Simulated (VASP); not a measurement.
Wanted: the native input for a VASP 6.6.1 run.

| Property | Result |
| --- | --- |
| Task | single point |
| Functional | PBEsol |
| Potentials or basis | VASP PAW PBE potentials, release 64 (Mn_pv, Sb) |
| Cutoff | 500 eV |
| k mesh | 10 × 10 × 10 |
| Occupations | gaussian, width 0.05 eV |
| Spin | collinear spin, ferromagnetic start |
| Starting moments | [4.18, 0.0] μB |
| Dipole correction | no |
| Further INCAR settings | ALGO = Normal; EDIFF = 1e-06; NBANDS = 20 |

The structure of MnSb lies in POSCAR:

```
MnSb
1.0
    0.0000000000      3.0334115296      3.0334115296
    3.0334115296      0.0000000000      3.0334115296
    3.0334115296      3.0334115296      0.0000000000
Mn Sb
1 1
Direct
    0.0000000000      0.0000000000      0.0000000000
    0.2500000000      0.2500000000      0.2500000000
```

The input as run:

INCAR

```
SYSTEM = MnSb
PREC = Accurate ; ENCUT = 500
EDIFF = 1E-6 ; ISMEAR = 0
SIGMA = 0.05 ; LREAL = .FALSE.
LASPH = .TRUE. ; NELM = 200
ALGO = Normal ; ISIF = 2
LWAVE = .FALSE. ; LCHARG = .FALSE.
ISPIN = 2 ; MAGMOM = 4.18 0
LORBIT = 11 ; LMAXMIX = 4
GGA = PS ; NBANDS = 20
GGA_COMPAT = .FALSE.
```

KPOINTS

```
Automatic mesh
0
G
  10 10 10
  0 0 0
```

Potentials or basis: VASP PAW PBE potentials, release 64 (Mn_pv, Sb).

The run is started by

```console
$ cat potpaw_PBE.64/Mn_pv/POTCAR potpaw_PBE.64/Sb/POTCAR > POTCAR
$ mpirun -np 1 vasp_std > vasp.out
```

Results of the run:

- Pressure: 0.2 GPa
- Band gap on the k mesh: zero (filled and empty bands overlap)
- Net moment: 4.00 μB per cell
- Site moments: Mn +3.83; Sb -0.15 μB
- Valence electrons inside the program's atomic spheres: Mn 11.49; Sb 2.52

Caveat: the PAW data sets were made with another functional, which shifts forces and pressure a little; spin-orbit coupling is left out, which moves the levels of the heavy elements; a cell with one magnetic atom can't hold antiferromagnetic order, which such compounds often take.

Run time: 48 s on 1 thread of AMD EPYC 9R45 96-Core Processor (Zen 5), with other jobs on the host, peak memory 0.22 GiB.
